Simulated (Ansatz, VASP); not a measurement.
## Two plane-wave programs on Fe

Contents of INCAR:

```
PREC = Accurate ; ENCUT = 520
EDIFF = 1E-6 ; ISMEAR = -1
SIGMA = 0.05 ; LREAL = F
LASPH = T ; NELM = 150
ALGO = Normal ; ISIF = 2
LWAVE = F ; LCHARG = F
ISPIN = 2 ; MAGMOM = 2.5 -2.5
LORBIT = 11 ; LMAXMIX = 4
GGA = RE ; NBANDS = 19
```

Contents of KPOINTS:

```
regular mesh
0
Gamma
  16 16 9
```

File POSCAR:

```
Fe
1.0
    2.5381611612      0.0000000000      0.0000000000
   -1.2690805806      2.1981120445      0.0000000000
    0.0000000000      0.0000000000      4.0094383627
Fe
2
Direct
    0.3333333333      0.6666666667      0.2500000000
    0.6666666667      0.3333333333      0.7500000000
```

Input for Ansatz:

```yaml
crystal:
  lattice:
    - [2.5381611612, 0.0, 0.0]
    - [-1.2690805806, 2.1981120445, 0.0]
    - [0.0, 0.0, 4.0094383627]
  atoms:
    - { symbol: Fe, position: [0.3333333333, 0.6666666667, 0.25], spin: 2.5 }
    - { symbol: Fe, position: [0.6666666667, 0.3333333333, 0.75], spin: -2.5 }
hamiltonian:
  xc: revpbe
  pseudopotentials:
    kind: paw
    azcp:
      Fe: "pseudopotentials/Fe.paw.azcp"
basis:
  ecutwfc: 420
  fft_grid_basis: typed
kpoints:
  mp_grid: { grid: [16, 16, 9], shift: [0, 0, 0] }
magnetization:
  spin_polarized: true
scf:
  occupations: { method: fermi_dirac, width: 0.05 }
  lower_state_search: "off"
output:
  stress: true
```

Alike in both runs: task single point; functional revPBE; k mesh 16 × 16 × 9; occupations fermi-dirac, width 0.05 eV; collinear spin.

|  | VASP | Ansatz |
| --- | --- | --- |
| version | VASP 6.6.1 | Ansatz 0.2.0 |
| potentials or method | VASP PAW PBE potentials, release 64 (Fe), cutoff 520 eV | plane waves (420 eV) with PAW, scalar-relativistic |
| valence electrons in the cell | 16 | 32 |

Ansatz gave:

| Property | Result |
| --- | --- |
| pressure (GPa) | -8.4 |
| traceless stress, the component that is largest in VASP (GPa) | 5.06 |
| net moment per atom (μB) | 0.00 |
| size of the moment on the site where the two differ most (μB) | 1.34 |

Q: Estimate VASP's values.

A: Pressure (GPa): -6.8; traceless stress, the component that is largest in VASP (GPa): 5.10; net moment per atom (μB): 0.00; size of the moment on the site where the two differ most (μB): 1.47.

VASP's potentials were made for PBE, not for revPBE. Site moments also hang on the region over which each program counts them. VASP's potentials hold 16 valence electrons a cell and Ansatz's 32, so a difference there can come from the potentials and not from the codes.
